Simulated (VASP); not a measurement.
# Cs: relaxation of cell and atoms with PBEsol

Cs:

```
CELL_PARAMETERS angstrom
0.00000 2.99200 2.99200
2.99200 0.00000 2.99200
2.99200 2.99200 0.00000
ATOMIC_POSITIONS crystal
Cs 0.00000 0.00000 0.00000
```

This isn't the form of Cs at room conditions, which is bcc.

```json
{
  "Program": "VASP 6.6.1",
  "Task": "relaxation of cell and atoms",
  "Functional": "PBEsol",
  "Potentials or basis": "VASP PAW PBE potentials, release 64 (Cs_sv)",
  "Cutoff": "600 eV",
  "k mesh": "6 × 6 × 6",
  "Occupations": "methfessel-paxton, width 0.1 eV",
  "Spin": "no spin polarisation",
  "Dipole correction": "no",
  "Further INCAR settings": "ALGO = Normal; EDIFF = 1e-07; IBRION = 2; EDIFFG = -0.01; NSW = 50; ISIF = 3"
}
```

The relaxed volume is 110.29 Å³/atom, the relaxed cell is a = 5.383 Å, b = 5.383 Å, c = 5.383 Å, α = 60.00°, β = 60.00°, γ = 60.00° and the space group after relaxing (to 0.1 Å) is Fm-3m (No. 225). The energy gained by relaxing is 390.7 meV/atom, the ionic steps are 5 and the pressure after relaxing is 0.0 GPa. The band gap on the k mesh is zero (an odd number of electrons rules out a gap without spin polarisation).

Step by step:
| step | energy change (eV) | largest force (eV/Å) | pressure (GPa) | volume (Å³) |
| --- | --- | --- | --- | --- |
| 1 | 0.0000 | 0.0000 | 3.20 | 53.57 |
| 2 | -0.1387 | 0.0000 | 2.06 | 62.29 |
| 3 | -0.3710 | 0.0000 | 0.45 | 94.00 |
| 4 | -0.3903 | 0.0000 | -0.05 | 112.66 |
| 5 | -0.3907 | 0.0000 | -0.01 | 110.29 |

Final structure:
```xyz
1
Lattice="0.0000 3.8063 3.8063 3.8063 0.0000 3.8063 3.8063 3.8063 0.0000" Properties=species:S:1:pos:R:3 pbc="T T T"
Cs    0.0000    0.0000    0.0000
```

Levels at points of the mesh, in eV from the Fermi level:
```tsv
k point	band 2	band 3	band 4	band 5	band 6	band 7	band 8
(0.00, 0.00, 0.00)	-10.50	-10.50	-10.50	-1.69	2.51	2.51	2.51
(0.50, 0.00, 0.00)	-10.66	-10.52	-10.52	-0.02	0.84	2.37	2.37
(0.50, 0.50, 0.00)	-10.65	-10.56	-10.56	0.28	1.05	1.53	4.18
```

Wall time 45 s on 1 thread of Intel(R) Xeon(R) Platinum 8375C CPU @ 2.90GHz (Ice Lake), on a shared host, peak memory 0.2 GiB.

Caveat: the volume moved by over 15 % at a fixed basis, so the end points are rough; the PAW data sets were made with another functional, which shifts forces and pressure a little; spin-orbit coupling is left out, which moves the levels of the heavy elements. Zero-point motion and thermal expansion aren't in these numbers.
